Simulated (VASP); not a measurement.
# Sn24Pt in VASP: single point with PBE+D3(BJ)

Aim: the single point of Sn24Pt with PBE+D3(BJ).

All numbers are computed with VASP 6.6.1; they aren't measurements. Logs are shortened: lines on timing, memory, paths and dates and some standing lists are left out, and cuts for length are marked.

### 1 The cell of the first run

The cell holds a slab with vacuum, 25 atoms: a = 9.296 Å, b = 9.296 Å, c = 27.217 Å, α = 90.00°, β = 90.00°, γ = 90.00°.

### 2 Single point, PBE+D3(BJ)

INCAR reads:

```
ALGO = Normal
DIPOL = 0.5 0.5 0.473
EDIFF = 1E-7
ENCUT = 520
GGA = PE
IDIPOL = 3
ISIF = 2
ISMEAR = 0
IVDW = 12
KPAR = 2
LASPH = T
LCHARG = T
LDIPOL = T
LREAL = Auto
LVACPOTAV = T
LVHAR = T
LWAVE = F
NBANDS = 191
NELM = 80
PREC = Accurate
SIGMA = 0.1
```

KPOINTS reads:

```
k-points
0
Gamma
  3 3 1
```

POSCAR reads:

```
Sn24Pt
1.0
    9.2964173513      0.0000000000      0.0000000000
    0.0000000000      9.2964173513      0.0000000000
    0.0000000000      0.0000000000     27.2169496873
Sn Pt
24 1
Direct
    0.5000000000      0.2500000000      0.3123053868
    0.5000000000      0.7500000000      0.3123053868
    0.0000000000      0.2500000000      0.3123053868
    0.0000000000      0.7500000000      0.3123053868
    0.5000000000      0.5000000000      0.3726865080
    0.5000000000      0.0000000000      0.3726865080
    0.0000000000      0.5000000000      0.3726865080
    0.0000000000      0.0000000000      0.3726865080
    0.7500000000      0.5000000000      0.4330676292
    0.7500000000      0.0000000000      0.4330676292
    0.2500000000      0.5000000000      0.4330676292
    0.2500000000      0.0000000000      0.4330676292
    0.7512368904      0.7493424891      0.4942838818
    0.7512368904      0.2506575109      0.4942838818
    0.2487631096      0.7493424891      0.4942838818
    0.2487631096      0.2506575109      0.4942838818
    0.0000000000      0.7089259903      0.5542164609
    0.0000000000      0.2910740097      0.5542164609
    0.5000000000      0.7730355444      0.5560548966
    0.5000000000      0.2269644556      0.5560548966
    0.0000000000      0.0000000000      0.5945947581
    0.0000000000      0.5000000000      0.6334809823
    0.5000000000      0.0000000000      0.6287194350
    0.5000000000      0.5000000000      0.6041269589
    0.0000000000      0.0000000000      0.6830811158
```

Potentials or basis: VASP PAW PBE potentials, release 64 (Sn_d, Pt).

Command:

```sh
> cat potpaw_PBE.64/Sn_d/POTCAR potpaw_PBE.64/Pt/POTCAR > POTCAR
> mpirun -np 4 vasp_std > vasp.out
```

OUTCAR:

```text
EDIFF = 1E-7
   ENCUT = 520
   GGA = PE
   ISIF = 2
   ISMEAR = 0
   IVDW = 12
   LASPH = T
   LREAL = Auto
   NELM = 80
   PREC = Accurate
 IVDW          = 12

 ion  position               nearest neighbor table
   1  0.500  0.250  0.312-   5 2.85   6 2.85
   2  0.500  0.750  0.312-   5 2.85   6 2.85
   3  0.000  0.250  0.312-   7 2.85   8 2.85
   4  0.000  0.750  0.312-   7 2.85   8 2.85
   5  0.500  0.500  0.373-   1 2.85   2 2.85   9 2.85  11 2.85
   6  0.500  0.000  0.373-   1 2.85   2 2.85  10 2.85  12 2.85
   7  0.000  0.500  0.373-   3 2.85   4 2.85   9 2.85  11 2.85
   8  0.000  0.000  0.373-   3 2.85   4 2.85  10 2.85  12 2.85
   9  0.750  0.500  0.433-   5 2.85   7 2.85  13 2.85  14 2.85
  10  0.750  0.000  0.433-   6 2.85   8 2.85  13 2.86  14 2.86
[... 8 lines left out ...]
  19  0.500  0.773  0.556-  24 2.86  15 2.89  13 2.89  23 2.89
  20  0.500  0.227  0.556-  24 2.86  16 2.89  14 2.89  23 2.89
  21  0.000  0.000  0.595-  25 2.41  18 2.92  17 2.92
  22  0.000  0.500  0.633-  17 2.90  18 2.90
  23  0.500  0.000  0.629-  19 2.89  20 2.89
  24  0.500  0.500  0.604-  19 2.86  20 2.86
  25  0.000  0.000  0.683-  21 2.41

  LATTYP: Found a simple tetragonal cell.
 ALAT       =     9.2964173513
 C/A-ratio  =     2.9276815636

  Lattice vectors:

 A1 = (   9.2964173513,   0.0000000000,   0.0000000000)
 A2 = (   0.0000000000,   9.2964173513,   0.0000000000)
 A3 = (   0.0000000000,   0.0000000000,  27.2169496873)

Analysis of symmetry for initial positions (statically):
=====================================================================
 Subroutine PRICEL returns:
 Original cell was already a primitive cell.

 Routine SETGRP: Setting up the symmetry group for a
 simple tetragonal supercell.

 Subroutine GETGRP returns: Found  4 space group operations
 (whereof  4 operations were pure point group operations)
 out of a pool of 16 trial point group operations.

The static configuration has the point symmetry C_2v.

Analysis of symmetry for dynamics (positions and initial velocities):
=====================================================================
 Subroutine PRICEL returns:
 Original cell was already a primitive cell.

 Routine SETGRP: Setting up the symmetry group for a
 simple tetragonal supercell.

 Subroutine GETGRP returns: Found  4 space group operations
 (whereof  4 operations were pure point group operations)
 out of a pool of 16 trial point group operations.

The dynamic configuration has the point symmetry C_2v.

 Subroutine INISYM returns: Found  4 space group operations
 (whereof  4 operations are pure point group operations),
 and found     1 'primitive' translations

----------------------------------------------------------------------------------------

                                     Primitive cell

  volume of cell :    2352.1807

  direct lattice vectors                    reciprocal lattice vectors
     9.296417351  0.000000000  0.000000000     0.107568320  0.000000000  0.000000000
     0.000000000  9.296417351  0.000000000     0.000000000  0.107568320  0.000000000
     0.000000000  0.000000000 27.216949687     0.000000000  0.000000000  0.036741810

  length of vectors
     9.296417351  9.296417351 27.216949687     0.107568320  0.107568320  0.036741810

  position of ions in fractional coordinates (direct lattice)
     0.500000000  0.250000000  0.312305387
     0.500000000  0.750000000  0.312305387
     0.000000000  0.250000000  0.312305387
     0.000000000  0.750000000  0.312305387
     0.500000000  0.500000000  0.372686508
     0.500000000  0.000000000  0.372686508
[... 17 lines left out ...]
     0.500000000  0.500000000  0.604126959
     0.000000000  0.000000000  0.683081116

  ion indices of the primitive-cell ions
   primitive index   ion index
                 1           1
                 2           2
                 3           3
                 4           4
                 5           5
                 6           6
[... 17 lines left out ...]
                24          24
                25          25

----------------------------------------------------------------------------------------

 KPOINTS: k-points

Automatic generation of k-mesh.
 Grid dimensions read from file:
 generate k-points for:    3    3    1

 Generating k-lattice:

  Cartesian coordinates                     Fractional coordinates (reciprocal lattice)
     0.035856107  0.000000000  0.000000000     0.333333333  0.000000000  0.000000000
     0.000000000  0.035856107  0.000000000     0.000000000  0.333333333  0.000000000
     0.000000000  0.000000000  0.036741810     0.000000000  0.000000000  1.000000000

  Length of vectors
     0.035856107  0.035856107  0.036741810

  Shift w.r.t. Gamma in fractional coordinates (k-lattice)
     0.000000000  0.000000000  0.000000000

 Subroutine IBZKPT returns following result:
 ===========================================

 Found      4 irreducible k-points:

 Following reciprocal coordinates:
            Coordinates               Weight
  0.000000  0.000000  0.000000      1.000000
  0.333333  0.000000  0.000000      2.000000
  0.000000  0.333333  0.000000      2.000000
  0.333333  0.333333  0.000000      4.000000
   k-points           NKPTS =      4   k-points in BZ     NKDIM =      4   number of bands    NBANDS=    192
   number of dos      NEDOS =    301   number of ions     NIONS =     25
   total plane-waves  NPLWV = ******
   dimension x,y,z NGX =    70 NGY =   70 NGZ =  210
   dimension x,y,z NGXF=   140 NGYF=  140 NGZF=  420
   ions per type =              24   1
   NGX,Y,Z   is equivalent  to a cutoff of  12.52, 12.52, 12.83 a.u.
   NGXF,Y,Z  is equivalent  to a cutoff of  25.04, 25.04, 25.65 a.u.
 SYSTEM =  unknown system
   PREC   = accura    normal or accurate (medium, high low for compatibility)
   ISTART =      0    job   : 0-new  1-cont  2-samecut
   ICHARG =      2    charge: 1-file 2-atom 10-const
   ISPIN  =      1    spin polarized calculation?
   LNONCOLLINEAR =      F non collinear calculations
   LSORBIT =      F    spin-orbit coupling
   LASPH  =      T    aspherical Exc in radial PAW
   ENCUT  =  520.0 eV  38.22 Ry    6.18 a.u.  17.29 17.29 50.61*2*pi/ulx,y,z
   NELM   =     80;   NELMIN=  2; NELMDL= -5     # of ELM steps
   EDIFF  = 0.1E-06   stopping-criterion for ELM
   LREAL  =      T    real-space projection
   EDIFFG = 0.1E-05   stopping-criterion for IOM
   NSW    =      0    number of steps for IOM
   IBRION =     -1    ionic relax: 0-MD 1-quasi-New 2-CG
   NFREE  =      0    steps in history (QN), initial steepest desc. (CG)
   ISIF   =      2    stress and relaxation
   ISYM   =      2    0-nonsym 1-usesym 2-fastsym
   POTIM  = 0.5000    time-step for ionic-motion
   TEBEG  =    0.0;   TEEND  =   0.0 temperature during run
   PSTRESS=    0.0 pullay stress
   NELECT =     346.0000    total number of electrons
   NUPDOWN=      -1.0000    fix difference up-down
   EMIN   =  10.00;   EMAX   =-10.00  energy-range for DOS
   EFERMI =   0.00;   METHOD = LEGACY
   ISMEAR =     0;   SIGMA  =   0.10  broadening in eV -4-tet -1-fermi 0-gaus
   EFERMI_NEDOS =   21; number of points for ismear=-14 and -15
   IALGO  =     38    algorithm
   IMIX   =      4    mixing-type and parameters
     AMIX     =   0.40;   BMIX     =  1.00
     AMIX_MAG =   1.60;   BMIX_MAG =  1.00
  volume/ion in A,a.u.               =      94.09       634.93
  Fermi-wavevector in a.u.,A,eV,Ry     =   0.864191  1.633085 10.161197  0.746827
  Thomas-Fermi vector in A             =   1.982252
   LORBIT       =      0    0 simple, 1 ext, 2 COOP (PROOUT), +10 PAW based schemes
   GGA     = PE    functional components
   LHFCALC =     F    Hartree Fock is set to
   AEXX    =    0.0000 exact exchange contribution
   IVDW    =    12    specifies the selected vdW correction
   LEPSILON=     F    determine dielectric tensor
   LRPA    =     F    only Hartree local field effects (RPA)
 non-spin polarized calculation
 Gauss-broadening in eV      SIGMA  =   0.10
  energy-cutoff  :      520.00
  volume of cell :     2352.18
 maximum number of plane-waves:     63441
 NGX is ok and might be reduce to    70
   NGX = 35   NGY = 35   NGZ =101

 dipolmoment           0.000000      0.000000     -0.323461 electrons x Angstroem

 number of electron     346.0000153 magnetization

 dipolmoment           0.000000      0.000000      0.041269 electrons x Angstroem

 Free energy of the ion-electron system (eV)
  ---------------------------------------------------
  ext. energy  EPLUGINS =         0.00000000
  ---------------------------------------------------
  free energy    TOTEN  =       -86.79296622 eV

  energy without entropy =      -86.68306281  energy(sigma->0) =      -86.73801451

 E-fermi :  -1.0287     XC(G=0):  -3.9180

 val. band max:       -1.0488854409   @ k =   0.0000   0.3333   0.0000
 cond. band min:      -0.9945573290   @ k =   0.0000   0.3333   0.0000
 fundamental gap:      0.0543281119
 Fermi energy:        -1.0286670284

 k-point     1 :       0.0000    0.0000    0.0000
  band No.  band energies     occupation
      1     -22.5796      2.00000
      2     -22.5621      2.00000
      3     -22.5377      2.00000
      4     -22.5227      2.00000
      5     -22.5142      2.00000
      6     -22.5026      2.00000
[... 177 lines left out ...]
    184       0.4601      0.00000
    185       0.5596      0.00000

 k-point     2 :       0.3333    0.0000    0.0000
  band No.  band energies     occupation
      1     -22.5796      2.00000
      2     -22.5621      2.00000
      3     -22.5377      2.00000
      4     -22.5228      2.00000
      5     -22.5140      2.00000
      6     -22.5028      2.00000
[... 177 lines left out ...]
    184       0.6155      0.00000
    185       0.6685      0.00000

 k-point     3 :       0.0000    0.3333    0.0000
  band No.  band energies     occupation
      1     -22.5785      2.00000
      2     -22.5628      2.00000
      3     -22.5377      2.00000
      4     -22.5223      2.00000
      5     -22.5153      2.00000
      6     -22.5033      2.00000
[... 177 lines left out ...]
    184       0.7277      0.00000
    185       0.8068      0.00000

 k-point     4 :       0.3333    0.3333    0.0000
  band No.  band energies     occupation
      1     -22.5785      2.00000
      2     -22.5628      2.00000
      3     -22.5377      2.00000
      4     -22.5225      2.00000
      5     -22.5151      2.00000
      6     -22.5034      2.00000
[... 177 lines left out ...]
    184       0.9370      0.00000
    185       1.1944      0.00000
 [bands above 185 left out]

------------------------ aborting loop because EDIFF is reached ----------------------------------------

 Edisp (eV)   -5.98850

 E8    (eV) :    -2.9710

  FORCE on cell =-STRESS in cart. coord.  units (eV):
  Direction    XX          YY          ZZ          XY          YZ          ZX
  --------------------------------------------------------------------------------------
  -------------------------------------------------------------------------------------
  Total      -9.56368    -3.06024     2.17876     0.00000     0.00000     0.00000
  in kB      -6.51426    -2.08447     1.48405     0.00000     0.00000     0.00000
  external pressure =       -2.37 kB  Pullay stress =        0.00 kB

 VOLUME and BASIS-vectors are now :
 -----------------------------------------------------------------------------
  energy-cutoff  :      520.00
  volume of cell :     2352.18
      direct lattice vectors                 reciprocal lattice vectors
     9.296417351  0.000000000  0.000000000     0.107568320  0.000000000  0.000000000
     0.000000000  9.296417351  0.000000000     0.000000000  0.107568320  0.000000000
     0.000000000  0.000000000 27.216949687     0.000000000  0.000000000  0.036741810

 POSITION                                       TOTAL-FORCE (eV/Angst)
 -----------------------------------------------------------------------------------
      4.64821      2.32410      8.50000        -0.000000      0.027421     -0.246659
      4.64821      6.97231      8.50000        -0.000000     -0.027421     -0.246659
      0.00000      2.32410      8.50000        -0.000000     -0.040767     -0.281418
      0.00000      6.97231      8.50000        -0.000000      0.040767     -0.281418
      4.64821      4.64821     10.14339        -0.000000      0.000000      0.074869
      4.64821      0.00000     10.14339        -0.000000      0.000000      0.219356
[... 17 lines left out ...]
      4.64821      4.64821     16.44249        -0.000000      0.000000      0.022435
      0.00000      0.00000     18.59138        -0.000000      0.000000      0.034077
 -----------------------------------------------------------------------------------
    total drift:                                0.000000     -0.000000     -0.112255

  FREE ENERGIE OF THE ION-ELECTRON SYSTEM (eV)
  ---------------------------------------------------
  free  energy   TOTEN  =       -92.7814628189 eV

  energy  without entropy=      -92.6715594072  energy(sigma->0) =      -92.72651111

 vacuum level on the upper side and lower side of the slab         3.626         3.539
```

Run time: 28 min. Hardware: 4 MPI ranks of Intel Xeon Platinum 8259CL at 2.50GHz (Skylake/Cascade Lake), shared host; peak memory 1.4 GiB.

What came out:

| Item | Value |
| --- | --- |
| Free energy | -92.7815 eV |
| Largest force | 0.284 eV/Å |
| Band gap on the k mesh | zero (bands 173 and 174 overlap by 0.19 eV) |
| Dispersion energy per atom | -0.240 eV |

Forces on the atoms (eV/Å):
```
Sn   0.000  0.027 -0.247
Sn   0.000 -0.027 -0.247
Sn   0.000 -0.041 -0.281
Sn   0.000  0.041 -0.281
Sn   0.000  0.000  0.075
Sn   0.000  0.000  0.219
Sn   0.000  0.000  0.197
Sn   0.000  0.000  0.089
Sn  -0.082  0.000  0.063
Sn  -0.019  0.000  0.119
Sn   0.082  0.000  0.063
Sn   0.019  0.000  0.119
Sn  -0.001  0.002  0.006
Sn  -0.001 -0.002  0.006
Sn   0.001  0.002  0.006
Sn   0.001 -0.002  0.006
Sn   0.000 -0.012  0.008
Sn   0.000  0.012  0.008
Sn   0.000  0.018  0.008
Sn   0.000 -0.018  0.008
Sn   0.000  0.000 -0.034
Sn   0.000  0.000  0.007
Sn   0.000  0.000  0.024
Sn   0.000  0.000  0.022
Pt   0.000  0.000  0.034
```

Caveat: spin-orbit coupling is left out, which moves the levels of the heavy elements.

The gap in the log of VASP goes by the Fermi energy; the results here count the filled bands.